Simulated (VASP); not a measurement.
# Os in VASP: notebook, part 2 of 3

VASP 6.6.1.

### 3 Electric field gradients, PBE (equal xy, yz and zx shear strains of -1 %)

The input, INCAR:

```
  ALGO = Normal
  EDIFF = 1E-8
  ENCUT = 520
  GGA = PE
  ISIF = 2
  ISMEAR = -1
  LASPH = True
  LCHARG = False
  LEFG = True
  LREAL = False
  LWAVE = False
  NBANDS = 10
  NELM = 80
  PREC = Accurate
  SIGMA = 0.05
```

The input, KPOINTS:

```
k-points
0
Gamma
  14 14 14
```

The input, POSCAR:

```
Os
1.0
   -0.0194500000      1.9352750000      1.9352750000
    1.9352750000     -0.0194500000      1.9352750000
    1.9352750000      1.9352750000     -0.0194500000
Os
1
Direct
    0.0000000000      0.0000000000      0.0000000000
```

Potentials or basis: VASP PAW PBE potentials, release 64 (Os).

The run is started by

```sh
$ cat potpaw_PBE.64/Os/POTCAR > POTCAR
$ mpirun -np 1 vasp_std > vasp.out
```

OUTCAR:

```text
EDIFF = 1E-8
   ENCUT = 520
   GGA = PE
   ISIF = 2
   ISMEAR = -1
   LASPH = True
   LREAL = False
   NELM = 80
   PREC = Accurate

 ion  position               nearest neighbor table
   1  0.000  0.000  0.000-

  LATTYP: Found a trigonal (rhomboedric) cell.
 ALAT       =     2.7369612627
 COS(alpha) =     0.4899250057

  Lattice vectors:

 A1 = (  -0.0194500000,   1.9352750000,   1.9352750000)
 A2 = (   1.9352750000,  -0.0194500000,   1.9352750000)
 A3 = (   1.9352750000,   1.9352750000,  -0.0194500000)

Analysis of symmetry for initial positions (statically):
=====================================================================
 Subroutine PRICEL returns:
 Original cell was already a primitive cell.

 Routine SETGRP: Setting up the symmetry group for a
 trigonal (rhombohedral) supercell.

 Subroutine GETGRP returns: Found 12 space group operations
[... 491 lines left out ...]
  external PRESSURE =     -95.7463938 kB  Pullay stress =       0.0000000 kB

 VOLUME and BASIS-vectors are now :
 -----------------------------------------------------------------------------
  energy-cutoff  :      520.00
  volume of cell :       14.71
      direct lattice vectors                 reciprocal lattice vectors
    -0.019450000  1.935275000  1.935275000    -0.254498585  0.257082327  0.257082327
     1.935275000 -0.019450000  1.935275000     0.257082327 -0.254498585  0.257082327
     1.935275000  1.935275000 -0.019450000     0.257082327  0.257082327 -0.254498585

 POSITION                                       TOTAL-FORCE (eV/Angst)
 -----------------------------------------------------------------------------------
      0.00000      0.00000      0.00000        -0.000000     -0.000000     -0.000000
 -----------------------------------------------------------------------------------
    total drift:                                0.000000      0.000000     -0.000000

  FREE ENERGIE OF THE ION-ELECTRON SYSTEM (eV)
  ---------------------------------------------------
  free  energy   TOTEN  =       -11.0930620605 eV

  energy  without entropy=      -11.0829055054  energy(sigma->0) =      -11.08798378

 Electric field gradients (V/A^2)
---------------------------------------------------------------------
 ion       V_xx      V_yy      V_zz      V_xy      V_xz      V_yz
---------------------------------------------------------------------
   1      -0.000    -0.000    -0.000   -15.300   -15.300   -15.300
---------------------------------------------------------------------

 Electric field gradients after diagonalization (V/A^2)
 (convention: |V_zz| > |V_xx| > |V_yy|)
----------------------------------------------------------------------
 ion       V_xx      V_yy      V_zz     asymmetry (V_yy - V_xx)/ V_zz
----------------------------------------------------------------------
   1      15.300    15.300   -30.600       0.000
----------------------------------------------------------------------

           NMR quadrupolar parameters

 Cq : quadrupolar parameter    Cq=e*Q*V_zz/h
 eta: asymmetry parameters     (V_yy - V_xx)/ V_zz
 Q  : nuclear electric quadrupole moment in mb (millibarn)
----------------------------------------------------------------------
 ion       Cq(MHz)       eta       Q (mb)
----------------------------------------------------------------------
   1      -0.074       0.000       1.000
----------------------------------------------------------------------
```

OSZICAR:

```text
N       E                     dE             d eps       ncg     rms          rms(c)
DAV:   1     0.364946643653E+02    0.36495E+02   -0.41628E+03  5864   0.741E+02
DAV:   2    -0.106517672511E+02   -0.47146E+02   -0.44104E+02  5942   0.199E+02
DAV:   3    -0.118127127168E+02   -0.11609E+01   -0.11525E+01  6824   0.291E+01
DAV:   4    -0.118156436724E+02   -0.29310E-02   -0.29305E-02  6262   0.162E+00
DAV:   5    -0.118156536294E+02   -0.99570E-05   -0.99569E-05  6394   0.882E-02    0.147E+01
DAV:   6    -0.112508968264E+02    0.56476E+00   -0.66104E-01  6824   0.644E+00    0.637E+00
DAV:   7    -0.110972239872E+02    0.15367E+00   -0.43341E-01  7104   0.495E+00    0.336E-01
DAV:   8    -0.110945261788E+02    0.26978E-02   -0.20817E-03  5952   0.367E-01    0.246E-01
DAV:   9    -0.110930686861E+02    0.14575E-02   -0.78752E-04  6316   0.290E-01    0.193E-02
DAV:  10    -0.110930663748E+02    0.23112E-05   -0.93960E-06  6270   0.223E-02    0.871E-03
DAV:  11    -0.110930621450E+02    0.42299E-05   -0.94080E-07  6282   0.145E-02    0.220E-03
DAV:  12    -0.110930620367E+02    0.10826E-06   -0.71305E-09  4316   0.760E-04    0.324E-04
DAV:  13    -0.110930620521E+02   -0.15441E-07   -0.98538E-10  3166   0.330E-04    0.951E-05
DAV:  14    -0.110930620605E+02   -0.84104E-08   -0.64312E-11  2996   0.812E-05
   1 F= -.11093062E+02 E0= -.11087984E+02  d E =-.101566E-01
```

It took 20 s on 1 thread of Intel Xeon 6975P-C, shared host; peak memory 0.16 GiB.

What came out:

```
Free energy            : -11.0931 eV
Pressure               : -9.6 GPa
Band gap on the k mesh : zero (band 4 reaches 10.86 eV, above the bottom of band 5 at 7.43 eV)
```

Stress tensor (GPa, compression positive):
```
-9.57  2.49  2.49
 2.49 -9.57  2.49
 2.49  2.49 -9.57
```

Levels at points of the mesh, in eV from the Fermi level:
```
           k point  band 1  band 2  band 3  band 4  band 5  band 6  band 7  band 8
(0.00, 0.00, 0.00)  -10.33   -2.84   -2.84   -2.58    0.07    0.07   14.32   19.69
(0.50, 0.00, 0.00)   -7.22   -3.01   -2.74   -0.21    2.19    2.37    8.35   13.89
(0.50, 0.50, 0.00)   -7.05   -6.37    2.25    2.29    2.93    2.95   11.53   11.81
(0.50, 0.50, 0.50)   -7.18   -2.94   -2.94    0.00    2.36    2.36    8.65   13.72
```

Electric field gradients, principal values (V/Å²):
```
atom   least  middle  greatest (by size)
1 Os  15.300  15.300             -30.600
```

Caveat: the cell differs from its parent crystal (equal xy, yz and zx shear strains of -1 %); without QUAD_EFG the Cq values of the log hold for a quadrupole moment of 1 mb, not for the nuclei; spin-orbit coupling is left out, which moves the levels of the heavy elements.

### 4 Electric field gradients, PBE (equal xy, yz and zx shear strains of +3 %)

The input, INCAR:

```
SYSTEM = Os
PREC     = Accurate       ! precision mode
ENCUT    = 520            ! plane-wave cutoff, eV
EDIFF    = 1E-8           ! SCF threshold, eV
ISMEAR   = -1             ! smearing method
SIGMA    = 0.05           ! smearing width, eV
LREAL    = .False.        ! projectors in reciprocal space
LASPH    = .True.         ! aspherical terms in the spheres
NELM     = 80             ! most SCF steps
ALGO     = Normal         ! electronic algorithm
ISIF     = 2              ! what is computed and relaxed
LWAVE    = .False.        ! write WAVECAR
LCHARG   = .False.        ! write CHGCAR
GGA      = PE             ! functional
LEFG     = .True.       
NBANDS   = 10             ! bands
```

The input, KPOINTS:

```
Automatic mesh
0
Gamma
  14 14 14
  0 0 0
```

The input, POSCAR:

```
Os
1.0
    0.0583500000      1.9741750000      1.9741750000
    1.9741750000      0.0583500000      1.9741750000
    1.9741750000      1.9741750000      0.0583500000
Os
1
Direct
    0.0000000000      0.0000000000      0.0000000000
```

Potentials or basis: VASP PAW PBE potentials, release 64 (Os).

The run is started by

```sh
$ cat potpaw_PBE.64/Os/POTCAR > POTCAR
$ mpirun -np 1 vasp_std > vasp.out
```

OUTCAR:

```text
SYSTEM = Os
   PREC = Accurate
   ENCUT = 520
   EDIFF = 1E-8
   ISMEAR = -1
   LREAL = .False.
   LASPH = .True.
   NELM = 80
   ISIF = 2
   GGA = PE

 ion  position               nearest neighbor table
   1  0.000  0.000  0.000-

  LATTYP: Found a trigonal (rhomboedric) cell.
 ALAT       =     2.7925147419
 COS(alpha) =     0.5293254421

  Lattice vectors:

 A1 = (   0.0583500000,   1.9741750000,   1.9741750000)
 A2 = (   1.9741750000,   0.0583500000,   1.9741750000)
 A3 = (   1.9741750000,   1.9741750000,   0.0583500000)

Analysis of symmetry for initial positions (statically):
=====================================================================
 Subroutine PRICEL returns:
 Original cell was already a primitive cell.

 Routine SETGRP: Setting up the symmetry group for a
 trigonal (rhombohedral) supercell.

 Subroutine GETGRP returns: Found 12 space group operations
[... 493 lines left out ...]

 VOLUME and BASIS-vectors are now :
 -----------------------------------------------------------------------------
  energy-cutoff  :      520.00
  volume of cell :       14.71
      direct lattice vectors                 reciprocal lattice vectors
     0.058350000  1.974175000  1.974175000    -0.264784912  0.257183431  0.257183431
     1.974175000  0.058350000  1.974175000     0.257183431 -0.264784912  0.257183431
     1.974175000  1.974175000  0.058350000     0.257183431  0.257183431 -0.264784912

 POSITION                                       TOTAL-FORCE (eV/Angst)
 -----------------------------------------------------------------------------------
      0.00000      0.00000      0.00000        -0.000000      0.000000      0.000000
 -----------------------------------------------------------------------------------
    total drift:                               -0.000000      0.000000     -0.000000

  FREE ENERGIE OF THE ION-ELECTRON SYSTEM (eV)
  ---------------------------------------------------
  free  energy   TOTEN  =       -11.0651161132 eV

  energy  without entropy=      -11.0558921075  energy(sigma->0) =      -11.06050411

 Electric field gradients (V/A^2)
---------------------------------------------------------------------
 ion       V_xx      V_yy      V_zz      V_xy      V_xz      V_yz
---------------------------------------------------------------------
   1       0.000     0.000     0.000    47.153    47.153    47.153
---------------------------------------------------------------------

 Electric field gradients after diagonalization (V/A^2)
 (convention: |V_zz| > |V_xx| > |V_yy|)
----------------------------------------------------------------------
 ion       V_xx      V_yy      V_zz     asymmetry (V_yy - V_xx)/ V_zz
----------------------------------------------------------------------
   1     -47.153   -47.153    94.305       0.000
----------------------------------------------------------------------

           NMR quadrupolar parameters

 Cq : quadrupolar parameter    Cq=e*Q*V_zz/h
 eta: asymmetry parameters     (V_yy - V_xx)/ V_zz
 Q  : nuclear electric quadrupole moment in mb (millibarn)
----------------------------------------------------------------------
 ion       Cq(MHz)       eta       Q (mb)
----------------------------------------------------------------------
   1       0.228       0.000       1.000
----------------------------------------------------------------------
```

stdout:

```text
POSCAR found type information on POSCAR Os
 POSCAR found :  1 types and       1 ions
 scaLAPACK will be used
 LDA part: xc-table for (Slater+PW92), standard interpolation
 POSCAR, INCAR and KPOINTS ok, starting setup
 FFT: planning ... GRIDC
 FFT: planning ... GRID_SOFT
 FFT: planning ... GRID
 WAVECAR not read
 entering main loop
ion   1
```

It took 26 s on 1 thread of Intel Xeon 6975P-C, shared host; peak memory 0.18 GiB.

What came out:

| Item | Value |
| --- | --- |
| Free energy | -11.0651 eV |
| Pressure | -8.5 GPa |
| Band gap on the k mesh | zero (band 4 reaches 10.88 eV, above the bottom of band 5 at 7.30 eV) |

Stress tensor (GPa, compression positive):
```
-8.51 -7.89 -7.89
-7.89 -8.51 -7.89
-7.89 -7.89 -8.51
```

Levels at points of the mesh, in eV from the Fermi level:
| k point | band 1 | band 2 | band 3 | band 4 | band 5 | band 6 | band 7 | band 8 | band 9 |
| --- | --- | --- | --- | --- | --- | --- | --- | --- | --- |
| (0.00, 0.00, 0.00) | -10.35 | -3.25 | -2.55 | -2.55 | 0.10 | 0.10 | 14.27 | 18.98 | 20.31 |
| (0.50, 0.00, 0.00) | -7.20 | -3.34 | -2.54 | -0.01 | 2.02 | 2.62 | 8.68 | 13.72 | 19.21 |
| (0.50, 0.50, 0.00) | -7.08 | -6.39 | 2.17 | 2.29 | 2.89 | 3.02 | 11.46 | 11.56 | 12.55 |
| (0.50, 0.50, 0.50) | -7.35 | -2.79 | -2.79 | -0.61 | 2.16 | 2.16 | 7.75 | 14.21 | 20.50 |

Electric field gradients, principal values (V/Å²):
| atom | least | middle | greatest (by size) |
| --- | --- | --- | --- |
| 1 Os | -47.153 | -47.153 | 94.305 |

Caveat: the cell differs from its parent crystal (equal xy, yz and zx shear strains of +3 %); without QUAD_EFG the Cq values of the log hold for a quadrupole moment of 1 mb, not for the nuclei; spin-orbit coupling is left out, which moves the levels of the heavy elements.

### 5 Electric field gradients, PBE (equal xx and yy strain of -1 %)

The input, INCAR:

```
PREC = Accurate
ENCUT = 520
EDIFF = 1E-8
ISMEAR = -1
SIGMA = 0.05
LREAL = False
LASPH = True
NELM = 80
ALGO = Normal
ISIF = 2
LWAVE = False
LCHARG = False
GGA = PE
LEFG = True
NBANDS = 10
```

The input, KPOINTS:

```
regular mesh
0
Gamma
  14 14 14
```

The input, POSCAR:

```
Os
1.0
    0.0000000000      1.9255500000      1.9450000000
    1.9255500000      0.0000000000      1.9450000000
    1.9255500000      1.9255500000      0.0000000000
Os
1
Direct
    0.0000000000      0.0000000000      0.0000000000
```

Potentials or basis: VASP PAW PBE potentials, release 64 (Os).

The run is started by

```sh
$ cat potpaw_PBE.64/Os/POTCAR > POTCAR
$ mpirun -np 1 vasp_std > vasp.out
```

OUTCAR:

```text
PREC = Accurate
   ENCUT = 520
   EDIFF = 1E-8
   ISMEAR = -1
   LREAL = False
   LASPH = True
   NELM = 80
   ISIF = 2
   GGA = PE

 ion  position               nearest neighbor table
   1  0.000  0.000  0.000-

  LATTYP: Found a body centered tetragonal cell.
 ALAT       =     2.7231389250
 C/A-ratio  =     1.4284985479

  Lattice vectors:

 A1 = (  -1.9255500000,   0.0000000000,   1.9450000000)
 A2 = (   1.9255500000,   0.0000000000,   1.9450000000)
 A3 = (   0.0000000000,   1.9255500000,  -1.9450000000)

Analysis of symmetry for initial positions (statically):
=====================================================================
 Subroutine PRICEL returns:
 Original cell was already a primitive cell.

 Routine SETGRP: Setting up the symmetry group for a
 body centered tetragonal supercell.

 Subroutine GETGRP returns: Found 16 space group operations
[... 492 lines left out ...]

 VOLUME and BASIS-vectors are now :
 -----------------------------------------------------------------------------
  energy-cutoff  :      520.00
  volume of cell :       14.42
      direct lattice vectors                 reciprocal lattice vectors
     0.000000000  1.925550000  1.945000000    -0.259666069  0.259666069  0.257069409
     1.925550000  0.000000000  1.945000000     0.259666069 -0.259666069  0.257069409
     1.925550000  1.925550000  0.000000000     0.259666069  0.259666069 -0.257069409

 POSITION                                       TOTAL-FORCE (eV/Angst)
 -----------------------------------------------------------------------------------
      0.00000      0.00000      0.00000        -0.000000     -0.000000      0.000000
 -----------------------------------------------------------------------------------
    total drift:                                0.000000      0.000000     -0.000000

  FREE ENERGIE OF THE ION-ELECTRON SYSTEM (eV)
  ---------------------------------------------------
  free  energy   TOTEN  =       -11.1064818400 eV

  energy  without entropy=      -11.0962530679  energy(sigma->0) =      -11.10136745

 Electric field gradients (V/A^2)
---------------------------------------------------------------------
 ion       V_xx      V_yy      V_zz      V_xy      V_xz      V_yz
---------------------------------------------------------------------
   1      -0.837    -0.837     1.674    -0.000    -0.000    -0.000
---------------------------------------------------------------------

 Electric field gradients after diagonalization (V/A^2)
 (convention: |V_zz| > |V_xx| > |V_yy|)
----------------------------------------------------------------------
 ion       V_xx      V_yy      V_zz     asymmetry (V_yy - V_xx)/ V_zz
----------------------------------------------------------------------
   1      -0.837    -0.837     1.674       0.000
----------------------------------------------------------------------

           NMR quadrupolar parameters

 Cq : quadrupolar parameter    Cq=e*Q*V_zz/h
 eta: asymmetry parameters     (V_yy - V_xx)/ V_zz
 Q  : nuclear electric quadrupole moment in mb (millibarn)
----------------------------------------------------------------------
 ion       Cq(MHz)       eta       Q (mb)
----------------------------------------------------------------------
   1       0.004       0.000       1.000
----------------------------------------------------------------------
```

OSZICAR:

```text
N       E                     dE             d eps       ncg     rms          rms(c)
DAV:   1     0.361780538657E+02    0.36178E+02   -0.41801E+03  4952   0.739E+02
DAV:   2    -0.107087975345E+02   -0.46887E+02   -0.43954E+02  5054   0.200E+02
DAV:   3    -0.118117097474E+02   -0.11029E+01   -0.10982E+01  5768   0.286E+01
DAV:   4    -0.118143807297E+02   -0.26710E-02   -0.26706E-02  5328   0.157E+00
DAV:   5    -0.118143897775E+02   -0.90479E-05   -0.90470E-05  5432   0.847E-02    0.154E+01
DAV:   6    -0.112668339545E+02    0.54756E+00   -0.61138E-01  5876   0.621E+00    0.684E+00
DAV:   7    -0.111106865149E+02    0.15615E+00   -0.42512E-01  6066   0.491E+00    0.365E-01
DAV:   8    -0.111079626462E+02    0.27239E-02   -0.20549E-03  5078   0.370E-01    0.266E-01
DAV:   9    -0.111064901999E+02    0.14724E-02   -0.81404E-04  5314   0.298E-01    0.178E-02
DAV:  10    -0.111064859425E+02    0.42575E-05   -0.98349E-06  5342   0.227E-02    0.897E-03
DAV:  11    -0.111064818931E+02    0.40493E-05   -0.94191E-07  5336   0.147E-02    0.244E-03
DAV:  12    -0.111064818003E+02    0.92868E-07   -0.56451E-09  3418   0.654E-04    0.295E-04
DAV:  13    -0.111064818325E+02   -0.32270E-07   -0.11442E-09  2696   0.330E-04    0.164E-04
DAV:  14    -0.111064818400E+02   -0.74572E-08   -0.59620E-11  2586   0.838E-05
   1 F= -.11106482E+02 E0= -.11101367E+02  d E =-.102288E-01
```

Run time: 11 s. Hardware: 1 thread of Intel Xeon 6975P-C (Granite Rapids), shared host; peak memory 0.15 GiB.

What came out:

```
Free energy            : -11.1065 eV
Pressure               : -2.3 GPa
Band gap on the k mesh : zero (band 4 reaches 11.26 eV, above the bottom of band 5 at 7.62 eV)
```

Stress tensor (GPa, compression positive):
```
-1.38  0.00  0.00
 0.00 -1.38  0.00
 0.00  0.00 -4.11
```

Electric field gradients, principal values (V/Å²):
```tsv
atom	least	middle	greatest (by size)
1 Os	-0.837	-0.837	1.674
```

Caveat: the cell differs from its parent crystal (equal xx and yy strain of -1 %); without QUAD_EFG the Cq values of the log hold for a quadrupole moment of 1 mb, not for the nuclei; spin-orbit coupling is left out, which moves the levels of the heavy elements.

[end of part 2 of 3]
